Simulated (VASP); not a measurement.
# Be4Os in VASP: a series of runs, part 2 of 2

VASP 6.6.1. The steps go on from the part before.

## (3) Single point, PBE

This run uses another cell than the first one: it holds 10 atoms, not 5.

The input, INCAR:

```
SYSTEM = Be4Os
  ALGO = Normal
  EDIFF = 1E-6
  ENCUT = 520
  GGA = PE
  ISIF = 2
  ISMEAR = 0
  LASPH = .True.
  LCHARG = .False.
  LREAL = .False.
  LWAVE = .False.
  NBANDS = 27
  NELM = 100
  PREC = Accurate
  SIGMA = 0.1
```

The input, KPOINTS:

```
k-points
0
Gamma
  4 4 4
  0 0 0
```

The input, POSCAR:

```
Be4Os
1.0
    1.8005370798     -3.5893216700      0.0000000000
    1.8005370798      3.5893216700      0.0000000000
    0.0000000000      0.0000000000      7.1508319379
Be Os
8 2
Direct
    0.6522478609      0.3477170509      0.8479911469
    0.3477521391      0.6522829491      0.8479911469
    1.1522478609      0.8477170509      0.6520088531
    0.6522829491      0.3477521391      0.1520088531
    0.8477170509      1.1522478609      0.3479911469
    0.3477170509      0.6522478609      0.1520088531
    0.1522829491     -0.1522478609      0.3479911469
   -0.1522478609      0.1522829491      0.6520088531
    0.0000000000      0.0000000000      0.0000000000
    0.5000000000      0.5000000000      0.5000000000
```

Potentials or basis: VASP PAW PBE potentials, release 64 (Be, Os).

The run is started by

```bash
cat potpaw_PBE.64/Be/POTCAR potpaw_PBE.64/Os/POTCAR > POTCAR
mpirun -np 1 vasp_std > vasp.out
```

OUTCAR:

```text
SYSTEM = Be4Os
   EDIFF = 1E-6
   ENCUT = 520
   GGA = PE
   ISIF = 2
   ISMEAR = 0
   LASPH = .True.
   LREAL = .False.
   NELM = 100
   PREC = Accurate

 ion  position               nearest neighbor table
   1  0.652  0.348  0.848-   8 1.98   4 2.17   2 2.19   3 2.28   3 2.28   2 2.28   2 2.28   9 2.37
                             9 2.37  10 2.72   9 2.72
   2  0.348  0.652  0.848-   3 1.98   6 2.17   1 2.19   8 2.28   8 2.28   1 2.28   1 2.28   9 2.37
                             9 2.37  10 2.72   9 2.72
   3  0.152  0.848  0.652-   2 1.98   7 2.17   8 2.19   1 2.28   1 2.28   8 2.28   8 2.28  10 2.37
                            10 2.37   9 2.72  10 2.72
   4  0.652  0.348  0.152-   5 1.98   1 2.17   6 2.19   7 2.28   7 2.28   6 2.28   6 2.28   9 2.37
                             9 2.37  10 2.72   9 2.72
   5  0.848  0.152  0.348-   4 1.98   8 2.17   7 2.19   6 2.28   6 2.28   7 2.28   7 2.28  10 2.37
                            10 2.37   9 2.72  10 2.72
   6  0.348  0.652  0.152-   7 1.98   2 2.17   4 2.19   5 2.28   5 2.28   4 2.28   4 2.28   9 2.37
                             9 2.37  10 2.72   9 2.72
   7  0.152  0.848  0.348-   6 1.98   3 2.17   5 2.19   4 2.28   4 2.28   5 2.28   5 2.28  10 2.37
                            10 2.37   9 2.72  10 2.72
   8  0.848  0.152  0.652-   1 1.98   5 2.17   3 2.19   2 2.28   2 2.28   3 2.28   3 2.28  10 2.37
                            10 2.37   9 2.72  10 2.72
   9  0.000  0.000  0.000-   1 2.37   6 2.37   4 2.37   2 2.37   1 2.37   2 2.37   4 2.37   6 2.37
                             3 2.72   5 2.72   7 2.72   8 2.72   2 2.72   6 2.72   1 2.72   4 2.72
  10  0.500  0.500  0.500-   3 2.37   5 2.37   7 2.37   8 2.37   3 2.37   7 2.37   5 2.37   8 2.37
                             1 2.72   2 2.72   4 2.72   6 2.72   5 2.72   3 2.72   7 2.72   8 2.72

  LATTYP: Found a base centered orthorhombic cell.
 ALAT       =     3.6010741596
 B/A-ratio  =     1.9934727867
 C/A-ratio  =     1.9857497016

  Lattice vectors:

 A1 = (   1.8005370798,  -3.5893216700,   0.0000000000)
 A2 = (   1.8005370798,   3.5893216700,   0.0000000000)
 A3 = (   0.0000000000,   0.0000000000,   7.1508319379)

Analysis of symmetry for initial positions (statically):
=====================================================================
 Subroutine PRICEL returns:
 Original cell was already a primitive cell.

 Routine SETGRP: Setting up the symmetry group for a
 base centered orthorhombic supercell.

 Subroutine GETGRP returns: Found  8 space group operations
 (whereof  4 operations were pure point group operations)
 out of a pool of  8 trial point group operations.

The static configuration has the point symmetry D_2 .
 The point group associated with its full space group is D_2h.

Analysis of symmetry for dynamics (positions and initial velocities):
=====================================================================
 Subroutine PRICEL returns:
 Original cell was already a primitive cell.

 Routine SETGRP: Setting up the symmetry group for a
 base centered orthorhombic supercell.

 Subroutine GETGRP returns: Found  8 space group operations
 (whereof  4 operations were pure point group operations)
 out of a pool of  8 trial point group operations.

The dynamic configuration has the point symmetry D_2 .
 The point group associated with its full space group is D_2h.

 Subroutine INISYM returns: Found  8 space group operations
 (whereof  4 operations are pure point group operations),
 and found     1 'primitive' translations

[... 91 lines left out ...]
   dimension x,y,z NGX =    30 NGY =   30 NGZ =   54
   dimension x,y,z NGXF=    60 NGYF=   60 NGZF=  108
   ions per type =               8   2
   NGX,Y,Z   is equivalent  to a cutoff of  12.42, 12.42, 12.55 a.u.
   NGXF,Y,Z  is equivalent  to a cutoff of  24.84, 24.84, 25.11 a.u.
 SYSTEM =  Be4Os
   PREC   = accura    normal or accurate (medium, high low for compatibility)
   ISTART =      0    job   : 0-new  1-cont  2-samecut
   ICHARG =      2    charge: 1-file 2-atom 10-const
   ISPIN  =      1    spin polarized calculation?
   LNONCOLLINEAR =      F non collinear calculations
   LSORBIT =      F    spin-orbit coupling
   LASPH  =      T    aspherical Exc in radial PAW
   ENCUT  =  520.0 eV  38.22 Ry    6.18 a.u.   7.47  7.47 13.30*2*pi/ulx,y,z
   NELM   =    100;   NELMIN=  2; NELMDL= -5     # of ELM steps
   EDIFF  = 0.1E-05   stopping-criterion for ELM
   LREAL  =      F    real-space projection
   EDIFFG = 0.1E-04   stopping-criterion for IOM
   NSW    =      0    number of steps for IOM
   IBRION =     -1    ionic relax: 0-MD 1-quasi-New 2-CG
   NFREE  =      0    steps in history (QN), initial steepest desc. (CG)
   ISIF   =      2    stress and relaxation
   ISYM   =      2    0-nonsym 1-usesym 2-fastsym
   POTIM  = 0.5000    time-step for ionic-motion
   TEBEG  =    0.0;   TEEND  =   0.0 temperature during run
   PSTRESS=    0.0 pullay stress
   NELECT =      32.0000    total number of electrons
   NUPDOWN=      -1.0000    fix difference up-down
   EMIN   =  10.00;   EMAX   =-10.00  energy-range for DOS
   EFERMI =   0.00;   METHOD = LEGACY
   ISMEAR =     0;   SIGMA  =   0.10  broadening in eV -4-tet -1-fermi 0-gaus
   EFERMI_NEDOS =   21; number of points for ismear=-14 and -15
   IALGO  =     38    algorithm
   IMIX   =      4    mixing-type and parameters
     AMIX     =   0.40;   BMIX     =  1.00
     AMIX_MAG =   1.60;   BMIX_MAG =  1.00
  volume/ion in A,a.u.               =       9.24        62.37
  Fermi-wavevector in a.u.,A,eV,Ry     =   1.149541  2.172318 17.979346  1.321445
  Thomas-Fermi vector in A             =   2.286210
   LORBIT       =      0    0 simple, 1 ext, 2 COOP (PROOUT), +10 PAW based schemes
   GGA     = PE    functional components
   LHFCALC =     F    Hartree Fock is set to
   AEXX    =    0.0000 exact exchange contribution
   IVDW    =     0    specifies the selected vdW correction
   LEPSILON=     F    determine dielectric tensor
   LRPA    =     F    only Hartree local field effects (RPA)
 non-spin polarized calculation
 Gauss-broadening in eV      SIGMA  =   0.10
  energy-cutoff  :      520.00
  volume of cell :       92.43
 maximum number of plane-waves:      2507
 NGX is ok and might be reduce to    30

 number of electron      32.0000001 magnetization

 Free energy of the ion-electron system (eV)
  ---------------------------------------------------
  ext. energy  EPLUGINS =         0.00000000
  ---------------------------------------------------
  free energy    TOTEN  =       -52.99472479 eV

  energy without entropy =      -52.99070689  energy(sigma->0) =      -52.99271584

 E-fermi :   7.1732     XC(G=0): -11.5868

 val. band max:        7.1246953964   @ k =   0.0000   0.0000   0.2500
 cond. band min:       7.3648592910   @ k =  -0.2500   0.2500   0.2500
 fundamental gap:      0.2401638946
 Fermi energy:         7.1732423427

 k-point     1 :       0.0000    0.0000    0.0000
  band No.  band energies     occupation
      1      -3.5330      2.00000
      2      -1.4928      2.00000
      3      -0.6630      2.00000
      4       1.6872      2.00000
      5       2.1869      2.00000
      6       2.8317      2.00000
[... 619 lines left out ...]
     26      13.6623      0.00000
     27      15.1951      0.00000

------------------------ aborting loop because EDIFF is reached ----------------------------------------

  FORCE on cell =-STRESS in cart. coord.  units (eV):
  Direction    XX          YY          ZZ          XY          YZ          ZX
  --------------------------------------------------------------------------------------
  -------------------------------------------------------------------------------------
  Total        0.2311122      0.3221438      0.2403617      0.0000000      0.0000000      0.0000000
  in kB        4.0061974      5.5841799      4.1665335      0.0000000      0.0000000      0.0000000
  external PRESSURE =       4.5856369 kB  Pullay stress =       0.0000000 kB

 VOLUME and BASIS-vectors are now :
 -----------------------------------------------------------------------------
  energy-cutoff  :      520.00
  volume of cell :       92.43
      direct lattice vectors                 reciprocal lattice vectors
     1.800537080 -3.589321670  0.000000000     0.277694920 -0.139302087  0.000000000
     1.800537080  3.589321670  0.000000000     0.277694920  0.139302087  0.000000000
     0.000000000  0.000000000  7.150831938     0.000000000  0.000000000  0.139843868

 POSITION                                       TOTAL-FORCE (eV/Angst)
 -----------------------------------------------------------------------------------
      1.80047     -1.09306      6.06384         0.000373     -0.029326      0.008084
      1.80060      1.09306      6.06384        -0.000373      0.029326      0.008084
      1.80047      2.49626      4.66241         0.000373     -0.029326     -0.008084
      1.80060     -1.09306      1.08699        -0.000373     -0.029326     -0.008084
      1.80047     -2.49626      2.48843         0.000373      0.029326      0.008084
      1.80047      1.09306      1.08699         0.000373      0.029326     -0.008084
      1.80060      2.49626      2.48843        -0.000373     -0.029326      0.008084
      1.80060     -2.49626      4.66241        -0.000373      0.029326     -0.008084
      0.00000      0.00000      0.00000        -0.000000      0.000000      0.000000
      1.80054      0.00000      3.57542        -0.000000      0.000000      0.000000
 -----------------------------------------------------------------------------------
    total drift:                               -0.000000      0.000000      0.000000

  FREE ENERGIE OF THE ION-ELECTRON SYSTEM (eV)
  ---------------------------------------------------
  free  energy   TOTEN  =       -52.9947247927 eV

  energy  without entropy=      -52.9907068905  energy(sigma->0) =      -52.99271584
```

Run time: 57 s. Hardware: 1 thread of AMD EPYC 9R45 (Zen 5), shared host; peak memory 0.19 GiB.

What came out:

| Quantity | Value |
| --- | --- |
| Free energy | -52.9947 eV |
| Pressure | 0.5 GPa |
| Largest force | 0.030 eV/Å |
| Band gap on the k mesh | zero (band 16 reaches 8.85 eV, above the bottom of band 17 at 6.28 eV) |

Forces on the atoms (eV/Å):
```
Be   0.000 -0.029  0.008
Be   0.000  0.029  0.008
Be   0.000 -0.029 -0.008
Be   0.000 -0.029 -0.008
Be   0.000  0.029  0.008
Be   0.000  0.029 -0.008
Be   0.000 -0.029  0.008
Be   0.000  0.029 -0.008
Os   0.000  0.000  0.000
Os   0.000  0.000  0.000
```

Levels at points of the mesh, in eV from the Fermi level:
```tsv
k point	band 13	band 14	band 15	band 16	band 17	band 18	band 19	band 20
(0.00, 0.00, 0.00)	-0.96	-0.67	0.57	1.36	1.47	1.57	1.93	2.18
(0.50, 0.00, 0.00)	-1.46	-1.46	-1.40	-1.40	-0.89	-0.89	2.96	2.96
(0.50, 0.50, 0.00)	-1.85	-1.65	-1.00	-0.83	-0.67	1.04	1.93	2.26
(0.00, 0.00, 0.50)	-1.19	-1.19	1.68	1.68	1.92	1.92	2.02	2.02
(0.50, 0.00, 0.50)	-2.36	-2.36	-1.37	-1.37	-0.89	-0.89	2.09	2.09
(0.50, 0.50, 0.50)	-1.16	-1.16	-0.14	-0.14	0.46	0.46	0.53	0.53
```

Caveat: the k points lie up to 0.49 Å⁻¹ apart; spin-orbit coupling is left out, which moves the levels of the heavy elements.
